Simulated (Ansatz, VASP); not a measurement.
# Cd5Se3S2: VASP beside Ansatz

```xyz
10
Lattice="-2.1512 3.7261 0.0000 -4.3025 0.0000 0.0000 -2.1512 1.2420 17.5943" Properties=species:S:1:pos:R:3 pbc="T T T"
Cd   -6.4537    3.7261    0.1125
Cd   -4.3025    2.4840   14.0718
Cd   -6.4537    3.7261   10.4409
Cd   -2.1512    1.2420    7.0941
Cd   -4.3025    2.4840    3.4587
Se   -2.1512    1.2420   15.0239
Se   -4.3025    2.4840   11.3955
Se   -2.1512    1.2420    4.4120
S    -6.4537    3.7261    7.8741
S    -4.3025    2.4840    0.8922
```

Alike in both runs: task single point; functional PBE; k mesh 6 × 6 × 6; occupations gaussian, width 0.1 eV; no spin polarisation.

```csv
,VASP,Ansatz
version,VASP 6.6.1,Ansatz 0.2.0
potentials or method,"VASP PAW PBE potentials, release 64 (Cd, Se, S), cutoff 500 eV","scalar-relativistic, plane waves, PAW"
valence electrons in the cell,90,160
```

|  | VASP | Ansatz | Ansatz less VASP |
| --- | --- | --- | --- |
| gap on the k mesh at the Fermi level (eV) | 0.57 | 0.57 | +0.001 |
| least direct gap on the mesh (eV) | 0.57 | 0.57 | +0.001 |
| pressure (GPa) | 0.3 | 0.0 | -0.26 |

The functional is the same, so the differences come from potentials, cutoffs and numerics. VASP's potentials hold 90 valence electrons a cell and Ansatz's 160, so a difference there can come from the potentials and not from the codes.
